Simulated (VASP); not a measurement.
Here is a VASP 6.6.1 calculation.

File INCAR:

```
SYSTEM = SnSe2
ALGO = Normal ; DIPOL = 0.5 0.5 0.500
EDIFF = 1E-6 ; EDIFFG = -0.01
ENCUT = 520 ; GGA = PE
IBRION = 2 ; IDIPOL = 3
ISIF = 2 ; ISMEAR = 0
IVDW = 12 ; LASPH = .TRUE.
LCHARG = .FALSE. ; LDIPOL = .TRUE.
LREAL = .FALSE. ; LWAVE = .FALSE.
NELM = 80 ; NSW = 60
PREC = Accurate ; SIGMA = 0.02
```

The input KPOINTS:

```
k-points
0
G
  12 12 1
  0 0 0
```

The input POSCAR:

```
SnSe2
1.0
    3.6716919093      0.0000000000      0.0000000000
   -1.8358459547      3.1797784684      0.0000000000
    0.0000000000      0.0000000000     32.3760079985
Se Sn
2 1
Direct
    0.6666666667      0.3333333333      0.4505636622
    0.3333333333      0.6666666667      0.5494363378
    0.0000000000      0.0000000000      0.5000000000
```

Potentials or basis: VASP PAW PBE potentials, release 64 (Se, Sn_d).

The run is started by

```console
$ cat potpaw_PBE.64/Se/POTCAR potpaw_PBE.64/Sn_d/POTCAR > POTCAR
$ mpirun -np 1 vasp_std > vasp.out
```

**Question.** Estimate the energy gained by relaxing.

**Answer.** 9.4 meV/atom.

**Question.** What does it give for the dispersion energy per atom?

**Answer.** -0.272 eV.

**Question.** Estimate the band gap on the k mesh.

**Answer.** 0.54 eV (least direct gap 1.07 eV).

Forces in eV/Å, atoms in the order of the input:
```
Se   0.000  0.000  0.008
Se   0.000  0.000 -0.008
Sn   0.000  0.000  0.000
```

Caveat: the cell differs from its parent crystal (biaxial strain -0.040); spin-orbit coupling is left out, which moves the levels of the heavy elements.
